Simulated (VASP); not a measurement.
# Te2Mo (Fm-3m) in VASP: settings compared

Te2Mo is run at these levels: HSE06, r2SCAN; tasks: single point, relaxation of cell and atoms.

Everything below comes from runs of VASP 6.6.1. Logs are shortened: lines on timing, memory, paths and dates and some standing lists are left out, and cuts for length are marked.

## (1) The cell of the first run

It takes space group Fm-3m (No. 225, cubic). Conventional cell: a = 6.630 Å, b = 6.630 Å, c = 6.630 Å, α = 90.00°, β = 90.00°, γ = 90.00°. Mo (site symmetry m-3m) has 8 Te at 2.87 Å within 3.8 Å. Within 3.8 Å of Te (site symmetry -43m) lie 4 Mo at 2.87 Å and 6 Te at 3.31 Å.

## (2) Single point, HSE06

POSCAR

```
Te2Mo
1.0
    0.0000000000      3.3148317918      3.3148317918
    3.3148317918      0.0000000000      3.3148317918
    3.3148317918      3.3148317918      0.0000000000
Mo Te
1 2
Direct
    0.0000000000      0.0000000000      0.0000000000
    0.2500000000      0.2500000000      0.2500000000
    0.7500000000      0.7500000000      0.7500000000
```

INCAR.step1

```
PREC = Accurate
ENCUT = 400
EDIFF = 1E-5
ISMEAR = -1
SIGMA = 0.02
LREAL = False
LASPH = True
NELM = 120
ALGO = Normal
ISIF = 2
LWAVE = True
GGA = PE
NBANDS = 20
GGA_COMPAT = False
```

INCAR.step2

```
PREC = Accurate
ENCUT = 400
EDIFF = 1E-6
ISMEAR = -1
SIGMA = 0.02
LREAL = False
LASPH = True
NELM = 120
ALGO = Normal
ISIF = 2
LWAVE = False
LCHARG = True
GGA = PE
LHFCALC = True
HFSCREEN = 0.2079
PRECFOCK = Normal
LELF = True
LVHAR = True
ISTART = 1
NBANDS = 20
GGA_COMPAT = False
```

KPOINTS

```
regular mesh
0
Gamma
  4 4 4
```

Potentials or basis: VASP PAW PBE potentials, release 64 (Mo_sv, Te).

Command:

```bash
$ cat potpaw_PBE.64/Mo_sv/POTCAR potpaw_PBE.64/Te/POTCAR > POTCAR
$ cp INCAR.step1 INCAR
$ mpirun -np 1 vasp_std > vasp.out
$ cp INCAR.step2 INCAR
$ mpirun -np 1 vasp_std > vasp.out
```

OUTCAR:

```text
PREC = Accurate
   ENCUT = 400
   EDIFF = 1E-6
   ISMEAR = -1
   LREAL = False
   LASPH = True
   NELM = 120
   ISIF = 2
   GGA = PE
   LHFCALC = True
   HFSCREEN = 0.2079
   PRECFOCK = Normal
   ISTART = 1

 ion  position               nearest neighbor table
   1  0.000  0.000  0.000-   3 2.87   2 2.87   3 2.87   2 2.87   3 2.87   3 2.87   2 2.87   2 2.87

   2  0.250  0.250  0.250-   1 2.87   1 2.87   1 2.87   1 2.87   3 3.31   3 3.31   3 3.31   3 3.31
                             3 3.31   3 3.31
   3  0.750  0.750  0.750-   1 2.87   1 2.87   1 2.87   1 2.87   2 3.31   2 3.31   2 3.31   2 3.31
                             2 3.31   2 3.31

  LATTYP: Found a face centered cubic cell.
 ALAT       =     6.6296635836

  Lattice vectors:

 A1 = (   0.0000000000,   3.3148317918,   3.3148317918)
 A2 = (   3.3148317918,   0.0000000000,   3.3148317918)
 A3 = (   3.3148317918,   3.3148317918,   0.0000000000)

Analysis of symmetry for initial positions (statically):
=====================================================================
 Subroutine PRICEL returns:
 Original cell was already a primitive cell.

 Routine SETGRP: Setting up the symmetry group for a
 face centered cubic supercell.

 Subroutine GETGRP returns: Found 48 space group operations
 (whereof 48 operations were pure point group operations)
 out of a pool of 48 trial point group operations.

The static configuration has the point symmetry O_h .

Analysis of symmetry for dynamics (positions and initial velocities):
=====================================================================
 Subroutine PRICEL returns:
 Original cell was already a primitive cell.

 Routine SETGRP: Setting up the symmetry group for a
 face centered cubic supercell.

 Subroutine GETGRP returns: Found 48 space group operations
 (whereof 48 operations were pure point group operations)
 out of a pool of 48 trial point group operations.

The dynamic configuration has the point symmetry O_h .

 Subroutine INISYM returns: Found 48 space group operations
 (whereof 48 operations are pure point group operations),
 and found     1 'primitive' translations

[... 78 lines left out ...]
   NELM   =    120;   NELMIN=  2; NELMDL=  0     # of ELM steps
   EDIFF  = 0.1E-05   stopping-criterion for ELM
   LREAL  =      F    real-space projection
   EDIFFG = 0.1E-04   stopping-criterion for IOM
   NSW    =      0    number of steps for IOM
   IBRION =     -1    ionic relax: 0-MD 1-quasi-New 2-CG
   NFREE  =      0    steps in history (QN), initial steepest desc. (CG)
   ISIF   =      2    stress and relaxation
   ISYM   =      3    0-nonsym 1-usesym 2-fastsym
   POTIM  = 0.5000    time-step for ionic-motion
   TEBEG  =    0.0;   TEEND  =   0.0 temperature during run
   PSTRESS=    0.0 pullay stress
   NELECT =      26.0000    total number of electrons
   NUPDOWN=      -1.0000    fix difference up-down
   EMIN   =  10.00;   EMAX   =-10.00  energy-range for DOS
   EFERMI =   0.00;   METHOD = LEGACY
   ISMEAR =    -1;   SIGMA  =   0.02  broadening in eV -4-tet -1-fermi 0-gaus
   EFERMI_NEDOS =   21; number of points for ismear=-14 and -15
   IALGO  =     38    algorithm
   IMIX   =      1    mixing-type and parameters
     AMIX     =   0.40;   BMIX     =  1.00
     AMIX_MAG =   1.60;   BMIX_MAG =  1.00
  volume/ion in A,a.u.               =      24.28       163.87
  Fermi-wavevector in a.u.,A,eV,Ry     =   1.161256  2.194455 18.347652  1.348514
  Thomas-Fermi vector in A             =   2.297829
   LORBIT       =      0    0 simple, 1 ext, 2 COOP (PROOUT), +10 PAW based schemes
   GGA     = PE    functional components
   LHFCALC =     T    Hartree Fock is set to
   PRECFOCK=normal    Normal, Fast or Accurate (Low or Medium for compatibility)
   ENCUT4O =  -1.0   cutoff for four orbital integrals eV
   NKREDX  =     1    reduce k-point grid by
   NKREDY  =     1    reduce k-point grid by
   NKREDZ  =     1    reduce k-point grid by
   AEXX    =    0.2500 exact exchange contribution
   HFSCREEN=    0.2079 screening length (either q_TF or 0.3 A-1)
   HFSCREENC=   0.2079 screening length for correlation (either q_TF or 0.3 A-1)
   ENCUTFOCK=  -1.0 apply spherical cutoff to Coloumb kernel
   IVDW    =     0    specifies the selected vdW correction
   LEPSILON=     F    determine dielectric tensor
   LRPA    =     F    only Hartree local field effects (RPA)
 non-spin polarized calculation
  energy-cutoff  :      400.00
  volume of cell :       72.85
 maximum number of plane-waves:      1363
 NGX is ok and might be reduce to    32
  NGX = 24; NGY = 24; NGZ = 24

 number of electron      26.0000001 magnetization

 Free energy of the ion-electron system (eV)
  ---------------------------------------------------
  ext. energy  EPLUGINS =         0.00000000
  ---------------------------------------------------
  free energy    TOTEN  =       -19.84303535 eV

  energy without entropy =      -19.83445749  energy(sigma->0) =      -19.83874642

 E-fermi :   8.4942     XC(G=0):  -8.7759

 val. band max:        8.3883016884   @ k =   0.2500   0.2500   0.0000
 cond. band min:       8.5160064670   @ k =   0.5000   0.2500   0.0000
 fundamental gap:      0.1277047786
 Fermi energy:         8.4941693450

 k-point     1 :       0.0000    0.0000    0.0000
  band No.  band energies     occupation
      1     -56.0285      2.00000
      2     -28.7455      2.00000
      3     -28.7455      2.00000
      4     -28.7455      2.00000
      5      -6.4927      2.00000
      6      -1.3185      2.00000
[... 173 lines left out ...]
     19      14.3544      0.00000
     20      17.0238      0.00000

------------------------ aborting loop because EDIFF is reached ----------------------------------------

  FORCE on cell =-STRESS in cart. coord.  units (eV):
  Direction    XX          YY          ZZ          XY          YZ          ZX
  --------------------------------------------------------------------------------------
  -------------------------------------------------------------------------------------
  Total       -1.0854305     -1.0854305     -1.0854305      0.0000000      0.0000000     -0.0000000
  in kB      -23.8725122    -23.8725122    -23.8725122      0.0000000      0.0000000     -0.0000000
  external PRESSURE =     -23.8725122 kB  Pullay stress =       0.0000000 kB

 VOLUME and BASIS-vectors are now :
 -----------------------------------------------------------------------------
  energy-cutoff  :      400.00
  volume of cell :       72.85
      direct lattice vectors                 reciprocal lattice vectors
     0.000000000  3.314831792  3.314831792    -0.150837216  0.150837216  0.150837216
     3.314831792  0.000000000  3.314831792     0.150837216 -0.150837216  0.150837216
     3.314831792  3.314831792  0.000000000     0.150837216  0.150837216 -0.150837216

 POSITION                                       TOTAL-FORCE (eV/Angst)
 -----------------------------------------------------------------------------------
      0.00000      0.00000      0.00000        -0.000000      0.000000      0.000000
      1.65742      1.65742      1.65742        -0.000000      0.000000      0.000000
      4.97225      4.97225      4.97225         0.000000     -0.000000     -0.000000
 -----------------------------------------------------------------------------------
    total drift:                               -0.000000     -0.000000      0.000001

  FREE ENERGIE OF THE ION-ELECTRON SYSTEM (eV)
  ---------------------------------------------------
  free  energy   TOTEN  =       -19.8430353485 eV

  energy  without entropy=      -19.8344574860  energy(sigma->0) =      -19.83874642
```

It took 37 min on 1 thread of Intel Xeon 8259CL, shared host; peak memory 0.29 GiB.

Results:

```
Free energy            : -19.8430 eV
Pressure               : -2.4 GPa
Band gap on the k mesh : zero (bands 13 and 14 overlap by 0.83 eV)
```

Levels at points of the mesh, in eV from the Fermi level:
```
           k point  band 10  band 11  band 12  band 13  band 14  band 15  band 16  band 17
(0.00, 0.00, 0.00)    -0.85    -0.85     0.35     0.35     0.35     4.04     4.04     4.04
(0.50, 0.00, 0.00)    -2.76    -2.76    -2.40    -0.47    -0.47     1.85     3.96     3.96
(0.50, 0.50, 0.00)    -1.88    -1.88    -0.86    -0.23     1.83     2.83     4.57     4.58
```

Caveat: the k points lie up to 0.41 Å⁻¹ apart, too coarse for converged energies and pressures of a metal; the PAW data sets were made with another functional, which shifts forces and pressure a little; spin-orbit coupling is left out, which moves the levels of the heavy elements.

## (3) Single point, r2SCAN

POSCAR is that of step 2.

INCAR.step1

```
PREC = Accurate
ENCUT = 520
ISMEAR = -1
SIGMA = 0.02
LREAL = False
LASPH = True
NELM = 80
NBANDS = 20
GGA = PE
ALGO = Normal
EDIFF = 1E-4
LWAVE = True
LCHARG = False
```

INCAR.step2

```
PREC = Accurate
ENCUT = 520
EDIFF = 1E-6
ISMEAR = -1
SIGMA = 0.02
LREAL = False
LASPH = True
NELM = 80
ALGO = Normal
ISIF = 2
LWAVE = False
LCHARG = True
METAGGA = R2SCAN
LMIXTAU = True
LELF = True
LVHAR = True
NBANDS = 20
ISTART = 1
```

KPOINTS

```
Automatic mesh
0
Gamma
  6 6 6
```

Potentials or basis: VASP PAW PBE potentials, release 64 (Mo_sv, Te).

Command:

```bash
$ cat potpaw_PBE.64/Mo_sv/POTCAR potpaw_PBE.64/Te/POTCAR > POTCAR
$ cp INCAR.step1 INCAR
$ mpirun -np 1 vasp_std > vasp.out
$ cp INCAR.step2 INCAR
$ mpirun -np 1 vasp_std > vasp.out
```

Run time: 2.9 min. Hardware: 1 thread of Intel Xeon 8259CL, shared host; peak memory 0.22 GiB.

The run converged. Its results:

| Item | Value |
| --- | --- |
| Free energy | -76.0560 eV |
| Pressure | 0.0 GPa |
| Band gap on the k mesh | zero (bands 13 and 14 overlap by 0.88 eV) |

Levels at points of the mesh, in eV from the Fermi level:
| k point | band 9 | band 10 | band 11 | band 12 | band 13 | band 14 | band 15 | band 16 | band 17 | band 18 |
| --- | --- | --- | --- | --- | --- | --- | --- | --- | --- | --- |
| (0.00, 0.00, 0.00) | -5.29 | -0.77 | -0.77 | 0.13 | 0.13 | 0.13 | 3.45 | 3.45 | 3.45 | 3.70 |
| (0.50, 0.00, 0.00) | -3.40 | -2.74 | -2.74 | -2.38 | -0.46 | -0.46 | 1.49 | 3.39 | 3.39 | 6.46 |
| (0.50, 0.50, 0.00) | -5.01 | -1.81 | -1.81 | -0.86 | -0.17 | 1.48 | 2.43 | 3.95 | 3.95 | 4.08 |

Caveat: the PAW data sets were made with another functional, which shifts forces and pressure a little; spin-orbit coupling is left out, which moves the levels of the heavy elements.

## (4) Relaxation of cell and atoms, r2SCAN

This run uses another cell than the first one, of 24.46 Å³/atom.

POSCAR

```
Te2Mo
1.0
    0.0000000000      3.3230818229      3.3230818229
    3.3230818229      0.0000000000      3.3230818229
    3.3230818229      3.3230818229      0.0000000000
Mo Te
1 2
Direct
    0.0000000000      0.0000000000      0.0000000000
    0.2500000000      0.2500000000      0.2500000000
    0.7500000000      0.7500000000      0.7500000000
```

INCAR.step1

```
SYSTEM = Te2Mo
PREC = Accurate
ENCUT = 600
ISMEAR = -1
SIGMA = 0.02
LREAL = .False.
LASPH = .True.
NELM = 100
GGA = PE
ALGO = Normal
EDIFF = 1E-4
LWAVE = .True.
LCHARG = .False.
```

INCAR.step2

```
SYSTEM = Te2Mo
PREC = Accurate
ENCUT = 600
EDIFF = 1E-7
ISMEAR = -1
SIGMA = 0.02
LREAL = .False.
LASPH = .True.
NELM = 100
ALGO = Normal
ISIF = 3
LWAVE = .False.
LCHARG = .False.
METAGGA = R2SCAN
LMIXTAU = .True.
IBRION = 2
NSW = 80
EDIFFG = -0.005
ISTART = 1
```

KPOINTS

```
Automatic mesh
0
Gamma
  6 6 6
  0 0 0
```

Command:

```bash
$ cat potpaw_PBE.64/Mo_sv/POTCAR potpaw_PBE.64/Te/POTCAR > POTCAR
$ cp INCAR.step1 INCAR
$ mpirun -np 1 vasp_std > vasp.out
$ cp INCAR.step2 INCAR
$ mpirun -np 1 vasp_std > vasp.out
```

Run time: 8.9 min. Hardware: 1 thread of Intel Xeon 8259CL, shared host; peak memory 0.28 GiB.

Results (log left out):

| Property | Result |
| --- | --- |
| Free energy | -76.0554 eV |
| Relaxed volume | 24.29 Å³/atom |
| Relaxed cell | a = 4.688 Å, b = 4.688 Å, c = 4.688 Å, α = 60.00°, β = 60.00°, γ = 60.00° |
| Space group after relaxing (to 0.1 Å) | Fm-3m (No. 225) |
| Energy gained by relaxing | 0.4 meV/atom |
| Ionic steps | 3 |
| Pressure after relaxing | 0.0 GPa |
| Band gap on the k mesh | zero (bands 13 and 14 overlap by 0.88 eV) |

The path:
```tsv
step	energy change (eV)	largest force (eV/Å)	pressure (GPa)	volume (Å³)
1	0.0000	0.0000	-0.69	73.39
2	0.0003	0.0000	0.82	72.28
3	-0.0011	0.0000	0.01	72.87
```

Final structure:
```
CELL_PARAMETERS angstrom
0.00000 3.31511 3.31511
3.31511 0.00000 3.31511
3.31511 3.31511 0.00000
ATOMIC_POSITIONS crystal
Mo 0.00000 0.00000 0.00000
Te 0.25000 0.25000 0.25000
Te 0.75000 0.75000 0.75000
```

Levels at points of the mesh, in eV from the Fermi level:
```
           k point  band 10  band 11  band 12  band 13  band 14  band 15  band 16  band 17
(0.00, 0.00, 0.00)    -0.77    -0.77     0.13     0.13     0.13     3.45     3.45     3.45
(0.50, 0.00, 0.00)    -2.74    -2.74    -2.38    -0.46    -0.46     1.49     3.38     3.38
(0.50, 0.50, 0.00)    -1.81    -1.81    -0.86    -0.17     1.48     2.43     3.95     3.95
```

Caveat: the PAW data sets were made with another functional, which shifts forces and pressure a little; spin-orbit coupling is left out, which moves the levels of the heavy elements.

## (5) Summary

```tsv
task	level	cell	k mesh	cutoff (eV)	grid for exact exchange (PRECFOCK)	share of exact exchange	screening parameter	gap on the mesh (eV)	pressure (GPa)
single point	HSE06	a = 4.688 Å, angles 60.0°, 3 atoms	4 × 4 × 4	400	Normal	0.25	0.2079 1/Å	none	-2.4
single point	r2SCAN	a = 4.688 Å, angles 60.0°, 3 atoms	6 × 6 × 6	520	-	-	-	none	0.0
relaxation of cell and atoms	r2SCAN	relaxed from a = 4.700 Å, angles 60.0°, 3 atoms	6 × 6 × 6	600	-	-	-	none	0.0
```

Alike in all rows: potentials or basis VASP PAW PBE potentials, release 64 (Mo_sv, Te); no spin polarisation; smearing fermi-dirac 0.02 eV.

Caveats: some runs use coarse meshes; the PAW data sets were made with another functional, which shifts forces and pressure a little; spin-orbit coupling is left out, which moves the levels of the heavy elements.

Total energies depend on the potentials used, so only differences within one code and one set of settings carry meaning.
